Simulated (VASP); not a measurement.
A run of VASP 6.6.1 is set up as follows.

File POSCAR:

```
MgO
1.0
    0.0000000000      2.2251442107      2.1021674168
    2.2251442107      0.0000000000      2.1021674168
    2.2251442107      2.2251442107      0.0000000000
Mg O
1 1
Direct
    0.0000000000      0.0000000000      0.0000000000
    0.5000000000      0.5000000000      0.5000000000
```

File INCAR.step1:

```
SYSTEM = MgO
PREC = Accurate
ENCUT = 920
ISMEAR = 0
SIGMA = 0.01
LREAL = .FALSE.
LASPH = .TRUE.
NELM = 120
NBANDS = 15
GGA = PE
ALGO = Normal
EDIFF = 1E-5
LWAVE = .TRUE.
LCHARG = .FALSE.
GGA_COMPAT = .FALSE.
```

The input INCAR.step2:

```
SYSTEM = MgO
PREC = Accurate
ENCUT = 920
EDIFF = 1E-6
ISMEAR = 0
SIGMA = 0.01
LREAL = .FALSE.
LASPH = .TRUE.
NELM = 120
ALGO = Normal
ISIF = 2
LWAVE = .FALSE.
LCHARG = .FALSE.
METAGGA = R2SCAN
LMIXTAU = .TRUE.
NBANDS = 15
ISTART = 1
GGA_COMPAT = .FALSE.
```

The input KPOINTS:

```
regular mesh
0
G
  10 10 10
  0 0 0
```

Potentials or basis: VASP PAW PBE potentials, release 64 (Mg_sv, O).

Run with:

```bash
$ cat potpaw_PBE.64/Mg_sv/POTCAR potpaw_PBE.64/O/POTCAR > POTCAR
$ cp INCAR.step1 INCAR
$ mpirun -np 1 vasp_std > vasp.out
$ cp INCAR.step2 INCAR
$ mpirun -np 1 vasp_std > vasp.out
```

Q: What does it give for the band gap on the k mesh?

A: 4.57 eV.

Q: What does it give for the pressure?

A: -13.9 GPa.

Stress tensor (GPa, compression positive):
```
-16.12   0.00   0.00
  0.00 -16.12   0.00
  0.00   0.00  -9.31
```

Caveat: the cell differs from its parent crystal (biaxial xy strain +5.8%); the stress differs along the axes, from -16 to -9 GPa; the PAW data sets were made with another functional, which shifts forces and pressure a little.
